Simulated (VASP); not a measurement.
# AlIn (P6/mmm) in VASP: further runs, part 2 of 2

VASP 6.6.1.

### Step 3. Single point, HSE06

This run uses another cell than the first one, of 22.63 Å³/atom.

Contents of POSCAR:

```
AlIn
1.0
    2.9936278475      0.0000028296      0.0000000000
   -1.4968163742      2.5925563506      0.0000000000
    0.0000000000      0.0000000000      5.8310153364
Al In
1 1
Direct
    0.0000000000      0.0000000000      0.0000000000
    0.0000000000      0.0000000000      0.5000000000
```

Contents of INCAR.step1:

```
SYSTEM = AlIn
PREC = Accurate
ENCUT = 520
EDIFF = 1E-5
ISMEAR = -1
SIGMA = 0.05
LREAL = .False.
LASPH = .True.
NELM = 60
ALGO = Normal
ISIF = 2
LWAVE = .True.
GGA = PE
NBANDS = 15
```

Contents of INCAR.step2:

```
SYSTEM = AlIn
PREC = Accurate
ENCUT = 520
EDIFF = 1E-6
ISMEAR = -1
SIGMA = 0.05
LREAL = .False.
LASPH = .True.
NELM = 60
ALGO = Normal
ISIF = 2
LWAVE = .False.
LCHARG = .True.
GGA = PE
LHFCALC = .True.
HFSCREEN = 0.2079
PRECFOCK = Normal
LELF = .True.
LVHAR = .True.
ISTART = 1
NBANDS = 15
```

Contents of KPOINTS:

```
regular mesh
0
Gamma
  5 5 3
  0 0 0
```

Potentials or basis: VASP PAW PBE potentials, release 64 (Al, In_d).

On the command line:

```
cat potpaw_PBE.64/Al/POTCAR potpaw_PBE.64/In_d/POTCAR > POTCAR
cp INCAR.step1 INCAR
mpirun -np 1 vasp_std > vasp.out
cp INCAR.step2 INCAR
mpirun -np 1 vasp_std > vasp.out
```

OUTCAR:

```text
SYSTEM = AlIn
   PREC = Accurate
   ENCUT = 520
   EDIFF = 1E-6
   ISMEAR = -1
   LREAL = .False.
   LASPH = .True.
   NELM = 60
   ISIF = 2
   GGA = PE
   LHFCALC = .True.
   HFSCREEN = 0.2079
   PRECFOCK = Normal
   ISTART = 1

 ion  position               nearest neighbor table
   1  0.000  0.000  0.000-   2 2.92   2 2.92
   2  0.000  0.000  0.500-   1 2.92   1 2.92

  LATTYP: Found a hexagonal cell.
 ALAT       =     2.9936278475
[... 360 lines left out ...]
     15      17.3563      0.00000

------------------------ aborting loop because EDIFF is reached ----------------------------------------

  FORCE on cell =-STRESS in cart. coord.  units (eV):
  Direction    XX          YY          ZZ          XY          YZ          ZX
  --------------------------------------------------------------------------------------
  -------------------------------------------------------------------------------------
  Total       -0.0226582     -0.0226582     -0.0297774     -0.0000000     -0.0000000      0.0000000
  in kB       -0.8021696     -0.8021696     -1.0542105     -0.0000000     -0.0000000      0.0000000
  external PRESSURE =      -0.8861832 kB  Pullay stress =       0.0000000 kB

 VOLUME and BASIS-vectors are now :
 -----------------------------------------------------------------------------
  energy-cutoff  :      520.00
  volume of cell :       45.26
      direct lattice vectors                 reciprocal lattice vectors
     2.993627847  0.000002830  0.000000000     0.334042675  0.192860049  0.000000000
    -1.496816374  2.592556351  0.000000000    -0.000000365  0.385719467  0.000000000
     0.000000000  0.000000000  5.831015336     0.000000000  0.000000000  0.171496719

 POSITION                                       TOTAL-FORCE (eV/Angst)
 -----------------------------------------------------------------------------------
      0.00000      0.00000      0.00000         0.000000      0.000000      0.000000
      0.00000      0.00000      2.91551         0.000000      0.000000      0.000000
 -----------------------------------------------------------------------------------
    total drift:                               -0.000000      0.000000      0.000000

  FREE ENERGIE OF THE ION-ELECTRON SYSTEM (eV)
  ---------------------------------------------------
  free  energy   TOTEN  =        -6.6710730401 eV

  energy  without entropy=       -6.6707718934  energy(sigma->0) =       -6.67092247
```

OUTCAR.step1:

```text
SYSTEM = AlIn
   PREC = Accurate
   ENCUT = 520
   EDIFF = 1E-5
   ISMEAR = -1
   LREAL = .False.
[... 386 lines left out ...]
      0.00000      0.00000      0.00000         0.000000      0.000000      0.000000
      0.00000      0.00000      2.91551         0.000000      0.000000      0.000000
 -----------------------------------------------------------------------------------
    total drift:                                0.000000      0.000000      0.000000

  FREE ENERGIE OF THE ION-ELECTRON SYSTEM (eV)
  ---------------------------------------------------
  free  energy   TOTEN  =        -5.9397239912 eV

  energy  without entropy=       -5.9386493127  energy(sigma->0) =       -5.93918665
```

It took 9.6 min on 1 thread of AMD EPYC 7R43 (Zen 3), shared host; peak memory 0.23 GiB.

What came out:

- Free energy: -6.6711 eV
- Pressure: -0.1 GPa
- Band gap on the k mesh: zero (bands 8 and 9 overlap by 2.41 eV)

Levels at points of the mesh, in eV from the Fermi level:
```csv
k point,band 6,band 7,band 8,band 9,band 10,band 11
"(0.00, 0.00, 0.00)",-10.99,-6.47,-4.58,8.17,10.07,11.98
```

Caveat: the k points lie up to 0.48 Å⁻¹ apart, too coarse for converged energies and pressures of a metal; the PAW data sets were made with another functional, which shifts forces and pressure a little; spin-orbit coupling is left out, which moves the levels of the heavy elements.

### Step 4. Single point, B3LYP

This run uses another cell than the first one, of 23.94 Å³/atom.

Contents of POSCAR:

```
AlIn
1.0
    3.0519835826      0.0000028847      0.0000000000
   -1.5259942896      2.6430938721      0.0000000000
    0.0000000000      0.0000000000      5.9359467421
Al In
1 1
Direct
    0.0000000000      0.0000000000      0.0000000000
    0.0000000000      0.0000000000      0.5000000000
```

INCAR.step1: that of step 3 with these lines changed.

```diff
@@ -12,3 +12,4 @@
 LWAVE = .True.
+LCHARG = .False.
+NBANDS = 15
 GGA = PE
-NBANDS = 15
```

Contents of INCAR.step2:

```
SYSTEM = AlIn
PREC = Accurate
ENCUT = 520
EDIFF = 1E-6
ISMEAR = -1
SIGMA = 0.05
LREAL = .False.
LASPH = .True.
NELM = 60
ALGO = Normal
ISIF = 2
LWAVE = .False.
LCHARG = .False.
GGA = B3
LHFCALC = .True.
AEXX = 0.2
AGGAX = 0.72
AGGAC = 0.81
ALDAC = 0.19
PRECFOCK = Normal
NBANDS = 15
ISTART = 1
```

KPOINTS is that of step 3.

On the command line:

```
cat potpaw_PBE.64/Al/POTCAR potpaw_PBE.64/In_d/POTCAR > POTCAR
cp INCAR.step1 INCAR
mpirun -np 1 vasp_std > vasp.out
cp INCAR.step2 INCAR
mpirun -np 1 vasp_std > vasp.out
```

Run time: 7.9 min. Hardware: 1 thread of AMD EPYC 7R43 (Zen 3), shared host; peak memory 0.13 GiB.

The run converged. Its results:

```
Free energy            : -5.5295 eV
Pressure               : 0.0 GPa
Band gap on the k mesh : zero (bands 8 and 9 overlap by 2.67 eV)
```

Stress tensor (GPa, compression positive):
```
 0.05  0.00  0.00
 0.00  0.05  0.00
 0.00  0.00 -0.10
```

Levels at points of the mesh, in eV from the Fermi level:
| k point | band 5 | band 6 | band 7 | band 8 | band 9 | band 10 | band 11 | band 12 |
| --- | --- | --- | --- | --- | --- | --- | --- | --- |
| (0.00, 0.00, 0.00) | -16.24 | -10.72 | -6.66 | -4.42 | 7.98 | 10.02 | 11.27 | 11.27 |

Caveat: the k points lie up to 0.48 Å⁻¹ apart, too coarse for converged energies and pressures of a metal; the PAW data sets were made with another functional, which shifts forces and pressure a little; spin-orbit coupling is left out, which moves the levels of the heavy elements.

### Step 5. The runs side by side

```tsv
level	cell	share of exact exchange	screening parameter	gap on the mesh (eV)	pressure (GPa)
PBE0	a = 2.990, b = 2.990, c = 5.822 Å, angles 90.0, 90.0, 120.0°, 2 atoms	0.25	-	none	-0.2
HSE06	a = 2.994, b = 2.994, c = 5.831 Å, angles 90.0, 90.0, 120.0°, 2 atoms	0.25	0.2079 1/Å	none	-0.1
B3LYP	a = 3.052, b = 3.052, c = 5.936 Å, angles 90.0, 90.0, 120.0°, 2 atoms	0.2	-	none	0.0
```

Alike in all rows: task single point; potentials or basis VASP PAW PBE potentials, release 64 (Al, In_d); no spin polarisation; k mesh 5 × 5 × 3; cutoff (eV) 520; smearing fermi-dirac 0.05 eV.

Caveats: all runs use coarse meshes; the PAW data sets were made with another functional, which shifts forces and pressure a little; spin-orbit coupling is left out, which moves the levels of the heavy elements.

Absolute energies hang on the potentials; compare differences alone.
